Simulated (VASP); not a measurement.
Set up this calculation in VASP 6.6.1, as the native input.

```
Task                   : relaxation of cell and atoms
Functional             : r2SCAN
Potentials or basis    : VASP PAW PBE potentials, release 64 (I)
Cutoff                 : 600 eV
k mesh                 : 12 × 12 × 12
Occupations            : gaussian, width 0.1 eV
Spin                   : no spin polarisation
Dipole correction      : no
Further INCAR settings : ALGO = Normal; EDIFF = 1e-06; IBRION = 2; EDIFFG = -0.01; NSW = 100; ISIF = 3
```

The system is I.

```
CELL_PARAMETERS angstrom
3.60664 0.00000 0.00000
0.00000 3.60664 0.00000
0.00000 0.00000 3.60664
ATOMIC_POSITIONS crystal
I 0.00000 0.00000 0.00000
```

These files were run (other wordings do the same):

POSCAR

```
I
1.0
    3.6066387840      0.0000000000      0.0000000000
    0.0000000000      3.6066387840      0.0000000000
    0.0000000000      0.0000000000      3.6066387840
I
1
Direct
    0.0000000000      0.0000000000      0.0000000000
```

INCAR.step1

```
SYSTEM = I
PREC = Accurate
ENCUT = 600
ISMEAR = 0
SIGMA = 0.1
LREAL = .False.
LASPH = .True.
NELM = 100
GGA = PE
ALGO = Normal
EDIFF = 1E-4
LWAVE = .True.
LCHARG = .False.
```

INCAR.step2

```
SYSTEM = I
PREC = Accurate
ENCUT = 600
EDIFF = 1E-6
ISMEAR = 0
SIGMA = 0.1
LREAL = .False.
LASPH = .True.
NELM = 100
ALGO = Normal
ISIF = 3
LWAVE = .False.
LCHARG = .False.
METAGGA = R2SCAN
LMIXTAU = .True.
IBRION = 2
NSW = 100
EDIFFG = -0.01
ISTART = 1
```

KPOINTS

```
regular mesh
0
Gamma
  12 12 12
  0 0 0
```

Potentials or basis: VASP PAW PBE potentials, release 64 (I).

The run is started by

```console
$ cat potpaw_PBE.64/I/POTCAR > POTCAR
$ cp INCAR.step1 INCAR
$ mpirun -np 1 vasp_std > vasp.out
$ cp INCAR.step2 INCAR
$ mpirun -np 1 vasp_std > vasp.out
```

Results of the run:

| Quantity | Value |
| --- | --- |
| Relaxed volume | 41.05 Å³/atom |
| Relaxed cell | a = 3.450 Å, b = 3.450 Å, c = 3.450 Å, α = 90.00°, β = 90.00°, γ = 90.00° |
| Space group after relaxing (to 0.05 Å) | Pm-3m (No. 221) |
| Energy gained by relaxing | 48.1 meV/atom |
| Ionic steps | 4 |
| Pressure after relaxing | 0.0 GPa |

Caveat: the PAW data sets were made with another functional, which shifts forces and pressure a little; an odd number of electrons without spin polarisation forces a metal; a magnetic or distorted state may lie lower.

Wall time 5.5 min on 1 thread of AMD EPYC 7R43 64-Core Processor (Zen 3), on a shared host, peak memory 0.17 GiB.
